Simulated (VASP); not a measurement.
The system is Mn.

```
CELL_PARAMETERS angstrom
0.00000 1.89659 1.89659
1.89659 0.00000 1.89659
1.89659 1.89659 0.00000
ATOMIC_POSITIONS crystal
Mn 0.00000 0.00000 0.00000
```

- Program: VASP 6.6.1
- Task: relaxation of cell and atoms
- Functional: PBEsol
- Potentials or basis: VASP PAW PBE potentials, release 64 (Mn_pv)
- Cutoff: 600 eV
- k mesh: 8 × 8 × 8
- Occupations: gaussian, width 0.1 eV
- Spin: collinear spin, ferromagnetic start
- Starting moments: [0.8] μB

At the start: pressure -44.1 GPa; volume 13.64 Å³/atom.

Question: How do energy, volume and symmetry change on relaxing?

Answer: Over 5 steps the energy falls by 596.1 meV/atom and the volume is 10.35 Å³/atom (-24.2 %); space group Fm-3m (No. 225, to 0.05 Å); moment 0.00 μB per cell.

The path:
| step | energy change (eV) | largest force (eV/Å) | pressure (GPa) | volume (Å³) |
| --- | --- | --- | --- | --- |
| 1 | 0.0000 | 0.0000 | -44.08 | 13.64 |
| 2 | 0.7690 | 0.0000 | 204.34 | 7.49 |
| 3 | -0.5907 | 0.0000 | -6.85 | 10.59 |
| 4 | -0.5954 | 0.0000 | -2.50 | 10.43 |
| 5 | -0.5961 | 0.0000 | -0.04 | 10.35 |

Final structure:
```cif
data_structure
_symmetry_space_group_name_H-M 'P 1'
_symmetry_Int_Tables_number 1
_cell_length_a 2.4459
_cell_length_b 2.4459
_cell_length_c 2.4459
_cell_angle_alpha 60.000
_cell_angle_beta 60.000
_cell_angle_gamma 60.000
_cell_volume 10.35
loop_
_atom_site_label
_atom_site_type_symbol
_atom_site_fract_x
_atom_site_fract_y
_atom_site_fract_z
_atom_site_occupancy
Mn1 Mn 0.00000 0.00000 0.00000 1
```

Caveat: the volume moved by over 15 % at a fixed basis, so the end points are rough; the PAW data sets were made with another functional, which shifts forces and pressure a little.
